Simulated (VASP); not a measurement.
# HfF5 (Cmmm) in VASP: a series of runs, part 2 of 2

VASP 6.6.1.

**4. Relaxation of cell and atoms, PBE**

Input file INCAR:

```
PREC = Accurate
ENCUT = 600
EDIFF = 1E-6
ISMEAR = 0
SIGMA = 0.1
LREAL = F
LASPH = T
NELM = 100
ALGO = Normal
ISIF = 3
LWAVE = F
LCHARG = F
GGA = PE
IBRION = 2
NSW = 90
EDIFFG = -0.04
```

Input file KPOINTS:

```
regular mesh
0
Gamma
  4 4 4
```

Input file POSCAR:

```
HfF5
1.0
    2.6501727300     -2.8090184600      0.0000000000
    2.6501727300      2.8090184600      0.0000000000
    0.0000000000      0.0000000000      6.0226832200
Hf F
1 5
Direct
    0.5000000000      0.5000000000      0.5000000000
    0.8754883600      0.8754883600      0.2129809800
    0.1245116400      0.1245116400      0.2129809800
    0.1245116400      0.1245116400      0.7870190200
    0.8754883600      0.8754883600      0.7870190200
    0.0000000000      0.0000000000      0.5000000000
```

The run is started by

```
$ cat potpaw_PBE.64/Hf_pv/POTCAR potpaw_PBE.64/F/POTCAR > POTCAR
$ mpirun -np 1 vasp_std > vasp.out
```

Run time: 11 min. Hardware: 1 thread of Intel Xeon 6975P-C (Granite Rapids), shared host; peak memory 0.27 GiB.

It converged, with:

```yaml
Free_energy: -35.4335 eV
Relaxed_volume: 14.25 Å³/atom
Relaxed_cell: a = 4.091 Å, b = 4.091 Å, c = 5.759 Å, α = 90.00°, β = 90.00°, γ = 62.53°
Space_group_after_relaxing_to_0.1_Å: Cmmm (No. 65)
Pressure_after_relaxing: 0.2 GPa
Largest_force_after_relaxing: 0.036 eV/Å
Band_gap_on_the_k_mesh: zero (an odd number of electrons rules out a gap without spin polarisation)
```

Forces in eV/Å, atoms in the order of the input:
```
Hf   0.000  0.000  0.000
F   -0.030  0.000  0.019
F    0.030  0.000  0.019
F    0.030  0.000 -0.019
F   -0.030  0.000 -0.019
F    0.000  0.000  0.000
```

Stress tensor (GPa, compression positive):
```
-0.02  0.00  0.00
 0.00  0.32  0.00
 0.00  0.00  0.35
```

Final structure:
```
Hf F
1.0
     3.49656   -2.12310    0.00000
     3.49656    2.12310    0.00000
     0.00000    0.00000    5.75907
Hf F
1 5
Cartesian
  3.4966 0.0000 2.8795
  4.8623 0.0000 1.4348
  2.1309 0.0000 1.4348
  2.1309 0.0000 4.3243
  4.8623 0.0000 4.3243
  0.0000 0.0000 2.8795
```

Levels at points of the mesh, in eV from the Fermi level:
| k point | band 19 | band 20 | band 21 | band 22 | band 23 | band 24 | band 25 | band 26 |
| --- | --- | --- | --- | --- | --- | --- | --- | --- |
| (0.00, 0.00, 0.00) | -1.05 | -0.53 | -0.51 | -0.31 | 0.15 | 5.63 | 6.38 | 6.72 |
| (0.50, 0.00, 0.00) | -1.09 | -0.85 | -0.58 | -0.39 | -0.31 | 6.83 | 7.22 | 7.28 |
| (0.50, 0.50, 0.00) | -0.73 | -0.54 | -0.51 | -0.10 | 0.33 | 6.37 | 6.50 | 7.37 |
| (0.00, 0.00, 0.50) | -0.85 | -0.76 | -0.38 | -0.35 | 0.19 | 5.67 | 6.37 | 6.89 |
| (0.50, 0.00, 0.50) | -1.16 | -1.05 | -0.64 | -0.50 | -0.34 | 6.88 | 7.20 | 7.35 |
| (0.50, 0.50, 0.50) | -0.97 | -0.93 | -0.48 | -0.07 | 0.30 | 6.35 | 6.50 | 7.43 |

Caveat: the k points lie up to 0.43 Å⁻¹ apart in the final cell, too coarse for converged energies and pressures of a metal; spin-orbit coupling is left out, which moves the levels of the heavy elements; an odd number of electrons without spin polarisation forces a metal; a magnetic or distorted state may lie lower.

**5. Single point, PBE**

This run uses another cell than the first one, of 19.67 Å³/atom.

Input file INCAR:

```
SYSTEM = HfF5
ALGO = Normal ; EDIFF = 1E-6
ENCUT = 520 ; GGA = PE
ISIF = 2 ; ISMEAR = 0
LASPH = .True. ; LCHARG = .True.
LELF = .True. ; LREAL = .False.
LVHAR = .True. ; LWAVE = .False.
NBANDS = 32 ; NELM = 80
PREC = Accurate ; SIGMA = 0.1
```

Input file KPOINTS:

```
k-points
0
Gamma
  10 10 8
  0 0 0
```

Input file POSCAR:

```
HfF5
1.0
    2.0864899093     -5.5310760444      0.0000000000
    2.0864899093      5.5310760444      0.0000000000
    0.0000000000      0.0000000000      5.1144238231
Hf F
1 5
Direct
    0.5000000000      0.5000000000      0.5000000000
    0.3681006017      0.6318993983      0.7642912644
    0.6318993983      0.3681006017      0.7642912644
    0.6318993983      0.3681006017      0.2357087356
    0.3681006017      0.6318993983      0.2357087356
    0.0000000000      0.0000000000      0.5000000000
```

Potentials or basis: VASP PAW PBE potentials, release 64 (Hf_pv, F).

The run is started by

```
$ cat potpaw_PBE.64/Hf_pv/POTCAR potpaw_PBE.64/F/POTCAR > POTCAR
$ mpirun -np 1 vasp_std > vasp.out
```

OUTCAR:

```text
SYSTEM = HfF5
   EDIFF = 1E-6
   ENCUT = 520
   GGA = PE
   ISIF = 2
   ISMEAR = 0
   LASPH = .True.
   LREAL = .False.
   NELM = 80
   PREC = Accurate

 ion  position               nearest neighbor table
   1  0.500  0.500  0.500-   2 1.99   3 1.99   4 1.99   5 1.99   6 2.09   6 2.09
   2  0.368  0.632  0.764-   1 1.99
   3  0.632  0.368  0.764-   1 1.99
   4  0.632  0.368  0.236-   1 1.99
   5  0.368  0.632  0.236-   1 1.99
   6  0.000  0.000  0.500-   1 2.09   1 2.09

  LATTYP: Found a base centered orthorhombic cell.
 ALAT       =     4.1729798186
 B/A-ratio  =     2.6508999731
 C/A-ratio  =     1.2256047346

  Lattice vectors:

 A1 = (   2.0864899093,  -5.5310760444,   0.0000000000)
 A2 = (   2.0864899093,   5.5310760444,   0.0000000000)
 A3 = (   0.0000000000,   0.0000000000,   5.1144238231)

Analysis of symmetry for initial positions (statically):
=====================================================================
 Subroutine PRICEL returns:
 Original cell was already a primitive cell.

 Routine SETGRP: Setting up the symmetry group for a
 base centered orthorhombic supercell.

 Subroutine GETGRP returns: Found  8 space group operations
 (whereof  8 operations were pure point group operations)
 out of a pool of  8 trial point group operations.

The static configuration has the point symmetry D_2h.

Analysis of symmetry for dynamics (positions and initial velocities):
=====================================================================
 Subroutine PRICEL returns:
 Original cell was already a primitive cell.

 Routine SETGRP: Setting up the symmetry group for a
 base centered orthorhombic supercell.

 Subroutine GETGRP returns: Found  8 space group operations
 (whereof  8 operations were pure point group operations)
 out of a pool of  8 trial point group operations.

The dynamic configuration has the point symmetry D_2h.

 Subroutine INISYM returns: Found  8 space group operations
 (whereof  8 operations are pure point group operations),
 and found     1 'primitive' translations

----------------------------------------------------------------------------------------

                                     Primitive cell

  volume of cell :     118.0464

  direct lattice vectors                    reciprocal lattice vectors
     2.086489909 -5.531076044  0.000000000     0.239636913 -0.090398323  0.000000000
     2.086489909  5.531076044  0.000000000     0.239636913  0.090398323  0.000000000
     0.000000000  0.000000000  5.114423823     0.000000000  0.000000000  0.195525446

  length of vectors
     5.911534687  5.911534687  5.114423823     0.256120493  0.256120493  0.195525446

  position of ions in fractional coordinates (direct lattice)
     0.500000000  0.500000000  0.500000000
     0.368100602  0.631899398  0.764291264
     0.631899398  0.368100602  0.764291264
     0.631899398  0.368100602  0.235708736
     0.368100602  0.631899398  0.235708736
     0.000000000  0.000000000  0.500000000

  ion indices of the primitive-cell ions
   primitive index   ion index
                 1           1
                 2           2
                 3           3
                 4           4
                 5           5
                 6           6

----------------------------------------------------------------------------------------

 KPOINTS: k-points

Automatic generation of k-mesh.
 Grid dimensions read from file:
 generate k-points for:   10   10    8

 Generating k-lattice:

  Cartesian coordinates                     Fractional coordinates (reciprocal lattice)
     0.023963691 -0.009039832  0.000000000     0.100000000  0.000000000  0.000000000
     0.023963691  0.009039832  0.000000000     0.000000000  0.100000000  0.000000000
     0.000000000  0.000000000  0.024440681     0.000000000  0.000000000  0.125000000

  Length of vectors
     0.025612049  0.025612049  0.024440681

  Shift w.r.t. Gamma in fractional coordinates (k-lattice)
     0.000000000  0.000000000  0.000000000

 Subroutine IBZKPT returns following result:
 ===========================================

 Found    155 irreducible k-points:

 Following reciprocal coordinates:
            Coordinates               Weight
  0.000000  0.000000  0.000000      1.000000
  0.100000  0.000000  0.000000      4.000000
  0.200000  0.000000  0.000000      4.000000
  0.300000  0.000000  0.000000      4.000000
  0.400000  0.000000  0.000000      4.000000
  0.500000  0.000000  0.000000      2.000000
[... 16 lines left out ...]
  0.300000  0.300000  0.000000      2.000000
  0.400000  0.300000  0.000000      4.000000
 [... further k-points ...]
   k-points           NKPTS =    155   k-points in BZ     NKDIM =    155   number of bands    NBANDS=     32
   number of dos      NEDOS =    301   number of ions     NIONS =      6
   total plane-waves  NPLWV =  92160
   dimension x,y,z NGX =    48 NGY =   48 NGZ =   40
   dimension x,y,z NGXF=    96 NGYF=   96 NGZF=   80
   ions per type =               1   5
   NGX,Y,Z   is equivalent  to a cutoff of  13.50, 13.50, 13.00 a.u.
   NGXF,Y,Z  is equivalent  to a cutoff of  27.00, 27.00, 26.00 a.u.
 SYSTEM =  HfF5
   PREC   = accura    normal or accurate (medium, high low for compatibility)
   ISTART =      0    job   : 0-new  1-cont  2-samecut
   ICHARG =      2    charge: 1-file 2-atom 10-const
   ISPIN  =      1    spin polarized calculation?
   LNONCOLLINEAR =      F non collinear calculations
   LSORBIT =      F    spin-orbit coupling
   LASPH  =      T    aspherical Exc in radial PAW
   ENCUT  =  520.0 eV  38.22 Ry    6.18 a.u.  10.99 10.99  9.51*2*pi/ulx,y,z
   NELM   =     80;   NELMIN=  2; NELMDL= -5     # of ELM steps
   EDIFF  = 0.1E-05   stopping-criterion for ELM
   LREAL  =      F    real-space projection
   EDIFFG = 0.1E-04   stopping-criterion for IOM
   NSW    =      0    number of steps for IOM
   IBRION =     -1    ionic relax: 0-MD 1-quasi-New 2-CG
   NFREE  =      0    steps in history (QN), initial steepest desc. (CG)
   ISIF   =      2    stress and relaxation
   ISYM   =      2    0-nonsym 1-usesym 2-fastsym
   POTIM  = 0.5000    time-step for ionic-motion
   TEBEG  =    0.0;   TEEND  =   0.0 temperature during run
   PSTRESS=    0.0 pullay stress
   NELECT =      45.0000    total number of electrons
   NUPDOWN=      -1.0000    fix difference up-down
   EMIN   =  10.00;   EMAX   =-10.00  energy-range for DOS
   EFERMI =   0.00;   METHOD = LEGACY
   ISMEAR =     0;   SIGMA  =   0.10  broadening in eV -4-tet -1-fermi 0-gaus
   EFERMI_NEDOS =   21; number of points for ismear=-14 and -15
   IALGO  =     38    algorithm
   IMIX   =      4    mixing-type and parameters
     AMIX     =   0.40;   BMIX     =  1.00
     AMIX_MAG =   1.60;   BMIX_MAG =  1.00
  volume/ion in A,a.u.               =      19.67       132.77
  Fermi-wavevector in a.u.,A,eV,Ry     =   1.187029  2.243160 19.171135  1.409039
  Thomas-Fermi vector in A             =   2.323189
   LORBIT       =      0    0 simple, 1 ext, 2 COOP (PROOUT), +10 PAW based schemes
   GGA     = PE    functional components
   LHFCALC =     F    Hartree Fock is set to
   AEXX    =    0.0000 exact exchange contribution
   IVDW    =     0    specifies the selected vdW correction
   LEPSILON=     F    determine dielectric tensor
   LRPA    =     F    only Hartree local field effects (RPA)
 non-spin polarized calculation
 Gauss-broadening in eV      SIGMA  =   0.10
  energy-cutoff  :      520.00
  volume of cell :      118.05
 maximum number of plane-waves:      3200
 NGX is ok and might be reduce to    48
   NGX = 21   NGY = 21   NGZ = 19

 number of electron      45.0000020 magnetization

 Free energy of the ion-electron system (eV)
  ---------------------------------------------------
  ext. energy  EPLUGINS =         0.00000000
  ---------------------------------------------------
  free energy    TOTEN  =       -36.49704277 eV

  energy without entropy =      -36.46162010  energy(sigma->0) =      -36.47933143

 E-fermi :  -5.1309     XC(G=0):  -7.3709

 val. band max:       -5.1357500303   @ k =   0.5000   0.5000   0.1250
 cond. band min:      -5.1302158802   @ k =   0.5000   0.4000   0.1250
 fundamental gap:      0.0055341502
 Fermi energy:        -5.1309437636

 k-point     1 :       0.0000    0.0000    0.0000
  band No.  band energies     occupation
      1     -33.5022      2.00000
      2     -33.4794      2.00000
      3     -33.3681      2.00000
      4     -26.3005      2.00000
      5     -25.2006      2.00000
      6     -24.8271      2.00000
[... 829 lines left out ...]
     31       7.6632      0.00000
     32       9.1503      0.00000

 [... further k-points ...]
[... 5 lines left out ...]
  --------------------------------------------------------------------------------------
  -------------------------------------------------------------------------------------
  Total       -0.9451846     -0.8853808     -0.7645530      0.0000000      0.0000000      0.0000000
  in kB      -12.8284616    -12.0167778    -10.3768503      0.0000000      0.0000000      0.0000000
  external PRESSURE =     -11.7406966 kB  Pullay stress =       0.0000000 kB

 VOLUME and BASIS-vectors are now :
 -----------------------------------------------------------------------------
  energy-cutoff  :      520.00
  volume of cell :      118.05
      direct lattice vectors                 reciprocal lattice vectors
     2.086489909 -5.531076044  0.000000000     0.239636913 -0.090398323  0.000000000
     2.086489909  5.531076044  0.000000000     0.239636913  0.090398323  0.000000000
     0.000000000  0.000000000  5.114423823     0.000000000  0.000000000  0.195525446

 POSITION                                       TOTAL-FORCE (eV/Angst)
 -----------------------------------------------------------------------------------
      2.08649      0.00000      2.55721         0.000000     -0.000000      0.000000
      2.08649      1.45909      3.90891         0.000000     -0.120524     -0.119845
      2.08649     -1.45909      3.90891         0.000000      0.120524     -0.119845
      2.08649     -1.45909      1.20551         0.000000      0.120524      0.119845
      2.08649      1.45909      1.20551         0.000000     -0.120524      0.119845
      0.00000      0.00000      2.55721        -0.000000     -0.000000      0.000000
 -----------------------------------------------------------------------------------
    total drift:                                0.000000     -0.000000     -0.000000

  FREE ENERGIE OF THE ION-ELECTRON SYSTEM (eV)
  ---------------------------------------------------
  free  energy   TOTEN  =       -36.4970427671 eV

  energy  without entropy=      -36.4616200968  energy(sigma->0) =      -36.47933143
```

Run time: 5 min. Hardware: 1 thread of Intel Xeon 6975P-C (Granite Rapids), shared host; peak memory 0.6 GiB.

What came out:

| Quantity | Value |
| --- | --- |
| Free energy | -36.4970 eV |
| Pressure | -1.2 GPa |
| Largest force | 0.170 eV/Å |
| Band gap on the k mesh | zero (an odd number of electrons rules out a gap without spin polarisation) |

Forces on the atoms (eV/Å):
```
Hf   0.000  0.000  0.000
F    0.000 -0.121 -0.120
F    0.000  0.121 -0.120
F    0.000  0.121  0.120
F    0.000 -0.121  0.120
F    0.000  0.000  0.000
```

Caveat: spin-orbit coupling is left out, which moves the levels of the heavy elements; an odd number of electrons without spin polarisation forces a metal; a magnetic or distorted state may lie lower.

**6. Overview**

| task | cell | k mesh | cutoff (eV) | gap on the mesh (eV) | pressure (GPa) | largest force (eV/Å) |
| --- | --- | --- | --- | --- | --- | --- |
| single point | a = 3.862, b = 3.862, c = 6.023 Å, angles 90.0, 90.0, 93.3°, 6 atoms, atomic positions A | 4 × 4 × 4 | 520 | none | 32.4 | 15.06 |
| single point | a = 5.763, b = 5.763, c = 5.079 Å, angles 90.0, 90.0, 42.5°, 6 atoms, atomic positions B | 4 × 4 × 4 | 520 | none | -1.2 | 0.16 |
| relaxation of cell and atoms | relaxed from a = 3.862, b = 3.862, c = 6.023 Å, angles 90.0, 90.0, 93.3°, 6 atoms, atomic positions A | 4 × 4 × 4 | 600 | none | 0.2 | 0.04 |
| single point | a = 5.912, b = 5.912, c = 5.114 Å, angles 90.0, 90.0, 138.7°, 6 atoms, atomic positions C | 10 × 10 × 8 | 520 | none | -1.2 | 0.17 |

Alike in all rows: level PBE; potentials or basis VASP PAW PBE potentials, release 64 (Hf_pv, F); no spin polarisation; smearing gaussian 0.1 eV.

Caveats: some runs use coarse meshes; spin-orbit coupling is left out, which moves the levels of the heavy elements; an odd number of electrons without spin polarisation forces a metal; a magnetic or distorted state may lie lower.

Absolute energies hang on the potentials; compare differences alone.
